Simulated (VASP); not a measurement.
A run of VASP 6.6.1:

Contents of INCAR:

```
PREC = Accurate
ENCUT = 520
EDIFF = 1E-6
ISMEAR = 0
SIGMA = 0.1
LREAL = False
LASPH = True
NELM = 60
ALGO = Normal
ISIF = 2
LWAVE = False
LCHARG = False
GGA = PE
NBANDS = 21
```

The input KPOINTS:

```
Automatic mesh
0
Gamma
  4 4 4
```

Contents of POSCAR:

```
BeS4
1.0
    4.8304685100      0.0000000000      0.0000000000
    0.0000000000      4.8304685100      0.0000000000
    0.0000000000      0.0000000000      6.7367318700
Be S
1 4
Direct
    0.5000000000      0.5000000000      0.2119313300
    0.1960558900      0.1960558900      0.8278028300
    0.8039441100      0.8039441100      0.8278028300
    0.8039441100      0.1960558900      0.8278028300
    0.1960558900      0.8039441100      0.8278028300
```

Potentials or basis: VASP PAW PBE potentials, release 64 (Be, S).

The run is started by

```sh
$ cat potpaw_PBE.64/Be/POTCAR potpaw_PBE.64/S/POTCAR > POTCAR
$ mpirun -np 1 vasp_std > vasp.out
```

Hardware: 1 thread of Intel Xeon 8259CL (shared host).

Problem. How long does it take, and how much memory?

Solution. Run time: 83 s on 1 thread of Intel Xeon 8259CL, on a shared host, peak memory 0.25 GiB. Counts: scf iterations 14, k points 18.
